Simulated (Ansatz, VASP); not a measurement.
## Two plane-wave programs on TiO

```
Ti O
1.0
     2.78889    0.00000    0.00000
    -1.39444    2.41525    0.00000
     0.00000    0.00000    2.79408
Ti O
1 1
Direct
  0.66667 0.33333 0.00000
  0.00000 0.00000 0.50000
```

Alike in both runs: functional PBEsol; k mesh 18 × 18 × 16; occupations gaussian, width 0.1 eV; no spin polarisation.

Ansatz relaxed the structure, and its values are those at the end. VASP's run is a single point on that final structure, the one shown.

```csv
,VASP,Ansatz
version,VASP 6.6.1,Ansatz 0.2.0
potentials or method,"VASP PAW PBE potentials, release 64 (Ti_sv, O), cutoff 520 eV","scalar-relativistic, plane waves, PAW"
valence electrons in the cell,18,18
```

VASP gave:

* gap on the k mesh at the Fermi level (eV): none
* pressure (GPa): 0.7

Question: Which values does Ansatz return?

Answer: gap on the k mesh at the Fermi level (eV): none; pressure (GPa): 0.0.

VASP's potentials were made for PBE, not for PBEsol. A gap of «none» marks a metal or a gap that the smearing closes. With one functional, cell and mesh, what is left measures potentials, basis and numerics.
